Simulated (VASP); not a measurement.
# AlN (Cmcm) in VASP: a series of runs, part 2 of 2

VASP 6.6.1.

## (3) Single point, LDA

INCAR reads:

```
PREC = Accurate
ENCUT = 520
EDIFF = 1E-6
ISMEAR = 0
SIGMA = 0.05
LREAL = F
LASPH = T
NELM = 100
ALGO = Normal
ISIF = 2
LWAVE = F
LCHARG = F
NBANDS = 16
```

KPOINTS reads:

```
Automatic mesh
0
Gamma
  8 8 6
```

POSCAR reads:

```
AlN
1.0
    0.0000000000     -1.9888743075     -1.9888743075
    0.0000000000      1.9888743075     -1.9888743075
    3.9777486148      0.0000000000      0.0000000000
Al N
2 2
Direct
    0.5167537586      0.4832462414      0.0000000000
   -0.0167537586      0.0167537586      0.5000000000
    0.4931383696      0.5068616304      0.5000000000
    0.0068616304      0.9931383696      0.0000000000
```

Potentials or basis: VASP PAW LDA potentials, release 64 (Al, N).

On the command line:

```console
$ cat potpaw_LDA.64/Al/POTCAR potpaw_LDA.64/N/POTCAR > POTCAR
$ mpirun -np 1 vasp_std > vasp.out
```

OUTCAR:

```text
PREC = Accurate
   ENCUT = 520
   EDIFF = 1E-6
   ISMEAR = 0
   LREAL = F
   LASPH = T
   NELM = 100
   ISIF = 2

 ion  position               nearest neighbor table
   1  0.517  0.483  0.000-   4 1.95   4 1.99   4 1.99   3 1.99   3 1.99   4 2.03   2 2.72   2 2.72
                             2 2.82   2 2.82   2 2.82   2 2.82   2 2.91   2 2.91
   2  0.983  0.017  0.500-   3 1.95   3 1.99   3 1.99   4 1.99   4 1.99   3 2.03   1 2.72   1 2.72
                             1 2.82   1 2.82   1 2.82   1 2.82   1 2.91   1 2.91
   3  0.493  0.507  0.500-   2 1.95   2 1.99   2 1.99   1 1.99   1 1.99   2 2.03
   4  0.007  0.993  0.000-   1 1.95   1 1.99   1 1.99   2 1.99   2 1.99   1 2.03

  LATTYP: Found a simple tetragonal cell.
 ALAT       =     2.8126930195
 C/A-ratio  =     1.4142135623

  Lattice vectors:

 A1 = (   0.0000000000,  -1.9888743075,  -1.9888743075)
 A2 = (   0.0000000000,   1.9888743075,  -1.9888743075)
 A3 = (   3.9777486148,   0.0000000000,   0.0000000000)

Analysis of symmetry for initial positions (statically):
=====================================================================
 Subroutine PRICEL returns:
 Original cell was already a primitive cell.

 Routine SETGRP: Setting up the symmetry group for a
 simple tetragonal supercell.

 Subroutine GETGRP returns: Found  8 space group operations
 (whereof  4 operations were pure point group operations)
 out of a pool of 16 trial point group operations.

The static configuration has the point symmetry C_2v.
 The point group associated with its full space group is D_2h.

Analysis of symmetry for dynamics (positions and initial velocities):
=====================================================================
 Subroutine PRICEL returns:
 Original cell was already a primitive cell.

 Routine SETGRP: Setting up the symmetry group for a
 simple tetragonal supercell.

 Subroutine GETGRP returns: Found  8 space group operations
 (whereof  4 operations were pure point group operations)
[... 123 lines left out ...]
   EFERMI_NEDOS =   21; number of points for ismear=-14 and -15
   IALGO  =     38    algorithm
   IMIX   =      4    mixing-type and parameters
     AMIX     =   0.40;   BMIX     =  1.00
     AMIX_MAG =   1.60;   BMIX_MAG =  1.00
  volume/ion in A,a.u.               =       7.87        53.09
  Fermi-wavevector in a.u.,A,eV,Ry     =   1.306635  2.469181 23.229145  1.707294
  Thomas-Fermi vector in A             =   2.437423
   LORBIT       =      0    0 simple, 1 ext, 2 COOP (PROOUT), +10 PAW based schemes
   GGA     = CA    functional components
   LHFCALC =     F    Hartree Fock is set to
   AEXX    =    0.0000 exact exchange contribution
   IVDW    =     0    specifies the selected vdW correction
   LEPSILON=     F    determine dielectric tensor
   LRPA    =     F    only Hartree local field effects (RPA)
 non-spin polarized calculation
 Gauss-broadening in eV      SIGMA  =   0.05
  energy-cutoff  :      520.00
  volume of cell :       31.47
 maximum number of plane-waves:       888
 NGX is ok and might be reduce to    24
   NGX = 11   NGY = 11   NGZ = 15

 number of electron      16.0000002 magnetization

 Free energy of the ion-electron system (eV)
  ---------------------------------------------------
  ext. energy  EPLUGINS =         0.00000000
  ---------------------------------------------------
  free energy    TOTEN  =       -32.38234331 eV

  energy without entropy =      -32.38234331  energy(sigma->0) =      -32.38234331

 E-fermi :  10.6059     XC(G=0): -12.8050

 val. band max:       10.3671689902   @ k =   0.0000   0.0000   0.0000
 cond. band min:      15.2752336356   @ k =   0.5000   0.5000   0.0000
 fundamental gap:      4.9080646454
 Fermi energy:        10.6058872048

 k-point     1 :       0.0000    0.0000    0.0000
  band No.  band energies     occupation
      1      -7.5025      2.00000
      2      -2.8808      2.00000
      3       2.6139      2.00000
      4       7.4199      2.00000
      5       7.4218      2.00000
      6      10.3409      2.00000
[... 433 lines left out ...]
      3       3.2385      2.00000
      4       5.5712      2.00000
      5       6.6056      2.00000
      6       8.0539      2.00000
[... 8 lines left out ...]
     15      23.2648      0.00000
     16      24.9660      0.00000

 [... further k-points ...]
[... 5 lines left out ...]
  --------------------------------------------------------------------------------------
  -------------------------------------------------------------------------------------
  Total        1.6836742      1.7715995      1.5013921      0.0000000      0.0000000      0.0000000
  in kB       85.7208827     90.1974221     76.4403580      0.0000000      0.0000000      0.0000000
  external PRESSURE =      84.1195543 kB  Pullay stress =       0.0000000 kB

 VOLUME and BASIS-vectors are now :
 -----------------------------------------------------------------------------
  energy-cutoff  :      520.00
  volume of cell :       31.47
      direct lattice vectors                 reciprocal lattice vectors
     0.000000000 -1.988874307 -1.988874307     0.000000000 -0.251398491 -0.251398491
     0.000000000  1.988874307 -1.988874307     0.000000000  0.251398491 -0.251398491
     3.977748615  0.000000000  0.000000000     0.251398491  0.000000000  0.000000000

 POSITION                                       TOTAL-FORCE (eV/Angst)
 -----------------------------------------------------------------------------------
      0.00000     -0.06664     -1.98887         0.000000      0.813000      0.000000
      1.98887     -1.92223     -1.98887         0.000000     -0.813000      0.000000
      1.98887      0.02729     -1.98887         0.000000     -0.111109      0.000000
      0.00000      1.96158     -1.98887         0.000000      0.111109      0.000000
 -----------------------------------------------------------------------------------
    total drift:                                0.000000     -0.000000     -0.000000

  FREE ENERGIE OF THE ION-ELECTRON SYSTEM (eV)
  ---------------------------------------------------
  free  energy   TOTEN  =       -32.3823433139 eV

  energy  without entropy=      -32.3823433139  energy(sigma->0) =      -32.38234331
```

OSZICAR:

```text
N       E                     dE             d eps       ncg     rms          rms(c)
DAV:   1     0.277699982166E+02    0.27770E+02   -0.73656E+03  2688   0.925E+02
DAV:   2    -0.340935725434E+02   -0.61864E+02   -0.56631E+02  3896   0.171E+02
DAV:   3    -0.362385655892E+02   -0.21450E+01   -0.21383E+01  3144   0.296E+01
DAV:   4    -0.362454856861E+02   -0.69201E-02   -0.69197E-02  3312   0.215E+00
DAV:   5    -0.362455292110E+02   -0.43525E-04   -0.43525E-04  3112   0.171E-01    0.112E+01
DAV:   6    -0.324866852125E+02    0.37588E+01   -0.76190E+00  3088   0.205E+01    0.393E+00
DAV:   7    -0.324227186186E+02    0.63967E-01   -0.44883E-01  3064   0.468E+00    0.263E+00
DAV:   8    -0.323845361839E+02    0.38182E-01   -0.47468E-02  2832   0.187E+00    0.390E-01
DAV:   9    -0.323823498484E+02    0.21863E-02   -0.49839E-03  3304   0.534E-01    0.199E-01
DAV:  10    -0.323823827664E+02   -0.32918E-04   -0.44665E-04  3176   0.149E-01    0.108E-01
DAV:  11    -0.323823431579E+02    0.39609E-04   -0.87588E-05  3112   0.726E-02    0.176E-02
DAV:  12    -0.323823433139E+02   -0.15599E-06   -0.20161E-06  2992   0.103E-02
   1 F= -.32382343E+02 E0= -.32382343E+02  d E =-.104831E-13
```

stdout:

```text
POSCAR found type information on POSCAR AlN
 POSCAR found :  2 types and       4 ions
 scaLAPACK will be used
 LDA part: xc-table for (Slater(with rela. corr.)+CA(PZ))
 , standard interpolation
 POSCAR, INCAR and KPOINTS ok, starting setup
 FFT: planning ... GRIDC
 FFT: planning ... GRID_SOFT
 FFT: planning ... GRID
 WAVECAR not read
 entering main loop
```

Wall time 30 s (1 thread of Intel Xeon Platinum 8259CL at 2.50GHz (Skylake/Cascade Lake), shared host); peak memory 0.15 GiB.

Results:

```
Free energy            : -32.3823 eV
Pressure               : 8.4 GPa
Largest force          : 0.813 eV/Å
Band gap on the k mesh : 4.91 eV
```

Forces on the atoms (eV/Å):
```
Al   0.000  0.813  0.000
Al   0.000 -0.813  0.000
N    0.000 -0.111  0.000
N    0.000  0.111  0.000
```

Stress tensor (GPa, compression positive):
```
8.57 0.00 0.00
0.00 9.02 0.00
0.00 0.00 7.64
```

Levels at points of the mesh, in eV from the valence-band top:
| k point | band 6 | band 7 | band 8 | band 9 | band 10 | band 11 |
| --- | --- | --- | --- | --- | --- | --- |
| (0.00, 0.00, 0.00) | -0.03 | -0.01 | 0.00 | 4.94 | 5.10 | 6.47 |
| (0.50, 0.00, 0.00) | -4.37 | -1.26 | -1.20 | 8.47 | 8.75 | 10.40 |
| (0.50, 0.50, 0.00) | -2.95 | -2.94 | -2.94 | 4.91 | 4.93 | 5.07 |
| (0.00, 0.00, 0.50) | -1.73 | -1.73 | -1.73 | 7.33 | 7.33 | 8.20 |
| (0.50, 0.00, 0.50) | -1.18 | -1.17 | -1.17 | 6.41 | 6.41 | 11.17 |
| (0.50, 0.50, 0.50) | -6.01 | -4.08 | -4.08 | 8.42 | 8.42 | 10.84 |

A k mesh can miss the band edges. Expect the measured gap to be larger: semilocal functionals such as LDA lack the derivative discontinuity.

## (4) Single point, LDA

INCAR reads:

```
  ALGO = Normal
  EDIFF = 1E-6
  ENCUT = 520
  ISIF = 2
  ISMEAR = 0
  LASPH = T
  LCHARG = T
  LELF = T
  LREAL = F
  LVHAR = T
  LWAVE = F
  NBANDS = 16
  NELM = 80
  PREC = Accurate
  SIGMA = 0.05
```

KPOINTS reads:

```
k-points
0
Gamma
  8 8 6
```

POSCAR reads:

```
AlN
1.0
    0.0000000000     -1.9888743075     -1.9888743075
    0.0000000000      1.9888743075     -1.9888743075
    3.9777486148      0.0000000000      0.0000000000
Al N
2 2
Direct
    0.5223383448      0.4776616552      0.0000000000
   -0.0223383448      0.0223383448      0.5000000000
    0.4908511594      0.5091488406      0.5000000000
    0.0091488406      0.9908511594      0.0000000000
```

Potentials or basis: VASP PAW LDA potentials, release 64 (Al, N).

On the command line:

```console
$ cat potpaw_LDA.64/Al/POTCAR potpaw_LDA.64/N/POTCAR > POTCAR
$ mpirun -np 1 vasp_std > vasp.out
```

OUTCAR:

```text
EDIFF = 1E-6
   ENCUT = 520
   ISIF = 2
   ISMEAR = 0
   LASPH = T
   LREAL = F
   NELM = 80
   PREC = Accurate

 ion  position               nearest neighbor table
   1  0.522  0.478  0.000-   4 1.94   4 1.99   4 1.99   3 1.99   3 1.99   4 2.04   2 2.69   2 2.69
                             2 2.82   2 2.82   2 2.82   2 2.82   2 2.94   2 2.94
   2  0.978  0.022  0.500-   3 1.94   3 1.99   3 1.99   4 1.99   4 1.99   3 2.04   1 2.69   1 2.69
                             1 2.82   1 2.82   1 2.82   1 2.82   1 2.94   1 2.94
   3  0.491  0.509  0.500-   2 1.94   2 1.99   2 1.99   1 1.99   1 1.99   2 2.04
   4  0.009  0.991  0.000-   1 1.94   1 1.99   1 1.99   2 1.99   2 1.99   1 2.04

  LATTYP: Found a simple tetragonal cell.
 ALAT       =     2.8126930195
 C/A-ratio  =     1.4142135623

  Lattice vectors:

 A1 = (   0.0000000000,  -1.9888743075,  -1.9888743075)
 A2 = (   0.0000000000,   1.9888743075,  -1.9888743075)
 A3 = (   3.9777486148,   0.0000000000,   0.0000000000)

Analysis of symmetry for initial positions (statically):
=====================================================================
 Subroutine PRICEL returns:
 Original cell was already a primitive cell.
[... 181 lines left out ...]
 fundamental gap:      4.8828519898
 Fermi energy:        10.6175323514

 k-point     1 :       0.0000    0.0000    0.0000
  band No.  band energies     occupation
      1      -7.5034      2.00000
      2      -2.8826      2.00000
      3       2.6155      2.00000
      4       7.4206      2.00000
      5       7.4239      2.00000
      6      10.3245      2.00000
[... 433 lines left out ...]
      3       3.2390      2.00000
      4       5.5726      2.00000
      5       6.6018      2.00000
      6       8.0570      2.00000
[... 8 lines left out ...]
     15      23.3559      0.00000
     16      24.9540      0.00000

 [... further k-points ...]

------------------------ aborting loop because EDIFF is reached ----------------------------------------

  FORCE on cell =-STRESS in cart. coord.  units (eV):
  Direction    XX          YY          ZZ          XY          YZ          ZX
  --------------------------------------------------------------------------------------
  -------------------------------------------------------------------------------------
  Total        1.7792691      1.9315052      1.4523325      0.0000000      0.0000000      0.0000000
  in kB       90.5879071     98.3386995     73.9425862      0.0000000      0.0000000      0.0000000
  external PRESSURE =      87.6230643 kB  Pullay stress =       0.0000000 kB

 VOLUME and BASIS-vectors are now :
 -----------------------------------------------------------------------------
  energy-cutoff  :      520.00
  volume of cell :       31.47
      direct lattice vectors                 reciprocal lattice vectors
     0.000000000 -1.988874307 -1.988874307     0.000000000 -0.251398491 -0.251398491
     0.000000000  1.988874307 -1.988874307     0.000000000  0.251398491 -0.251398491
     3.977748615  0.000000000  0.000000000     0.251398491  0.000000000  0.000000000

 POSITION                                       TOTAL-FORCE (eV/Angst)
 -----------------------------------------------------------------------------------
      0.00000     -0.08886     -1.98887         0.000000      1.091899      0.000000
      1.98887     -1.90002     -1.98887         0.000000     -1.091899      0.000000
      1.98887      0.03639     -1.98887         0.000000     -0.143942      0.000000
      0.00000      1.95248     -1.98887         0.000000      0.143942      0.000000
 -----------------------------------------------------------------------------------
    total drift:                                0.000000     -0.000000      0.000000

  FREE ENERGIE OF THE ION-ELECTRON SYSTEM (eV)
  ---------------------------------------------------
  free  energy   TOTEN  =       -32.3377158106 eV

  energy  without entropy=      -32.3377158106  energy(sigma->0) =      -32.33771581
```

It took 31 s on 1 thread of Intel Xeon Platinum 8259CL at 2.50GHz (Skylake/Cascade Lake), shared host; peak memory 0.15 GiB.

Results:

```yaml
Free_energy: -32.3377 eV
Pressure: 8.8 GPa
Largest_force: 1.092 eV/Å
Band_gap_on_the_k_mesh: 4.88 eV, indirect (least direct gap 4.94 eV)
```

Forces in eV/Å, atoms in the order of the input:
```
Al   0.000  1.092  0.000
Al   0.000 -1.092  0.000
N    0.000 -0.144  0.000
N    0.000  0.144  0.000
```

Levels at points of the mesh, in eV from the valence-band top:
| k point | band 6 | band 7 | band 8 | band 9 | band 10 | band 11 |
| --- | --- | --- | --- | --- | --- | --- |
| (0.00, 0.00, 0.00) | -0.05 | -0.02 | 0.00 | 4.94 | 5.10 | 6.45 |
| (0.50, 0.00, 0.00) | -4.37 | -1.27 | -1.20 | 8.40 | 8.77 | 10.28 |
| (0.50, 0.50, 0.00) | -2.95 | -2.95 | -2.94 | 4.88 | 4.93 | 5.04 |
| (0.00, 0.00, 0.50) | -1.73 | -1.73 | -1.73 | 7.32 | 7.32 | 8.19 |
| (0.50, 0.00, 0.50) | -1.18 | -1.17 | -1.17 | 6.39 | 6.39 | 11.15 |
| (0.50, 0.50, 0.50) | -6.02 | -4.07 | -4.07 | 8.39 | 8.39 | 10.82 |

Caveat: forces of over 1 eV/Å act on the atoms, so gaps and moduli don't describe the material at rest.
